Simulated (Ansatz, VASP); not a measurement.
# Two plane-wave programs on TiIn5

```
Ti In
1.0
     5.94095    0.00000    0.00000
    -2.97048    5.14502    0.00000
     0.00000    0.00000    4.80015
Ti In
1 5
Direct
  0.00000 0.00000 0.50000
  0.66667 0.33333 0.50000
  0.30766 0.00000 0.00000
  0.69234 0.69234 0.00000
  0.00000 0.30766 0.00000
  0.33333 0.66667 0.50000
```

Change from the starting cell: species swapped into the Mg5Cu type (P-62m, No. 189).

Alike in both runs: functional PBE; k mesh 6 × 6 × 4; occupations gaussian, width 0.1 eV; no spin polarisation.

Ansatz relaxed the structure, and its values are those at the end. VASP's run is a single point on that final structure, the one shown.

|  | VASP | Ansatz |
| --- | --- | --- |
| version | VASP 6.6.1 | Ansatz 0.2.0 |
| potentials or method | VASP PAW PBE potentials, release 64 (Ti_sv, In_d), cutoff 520 eV | scalar-relativistic, plane waves, PAW |
| valence electrons in the cell | 77 | 77 |

|  | VASP | Ansatz | Ansatz less VASP |
| --- | --- | --- | --- |
| gap on the k mesh at the Fermi level (eV) | none | none | - |
| pressure (GPa) | 0.0 | 0.1 | +0.04 |

A gap of «none» marks a metal or a gap that the smearing closes.
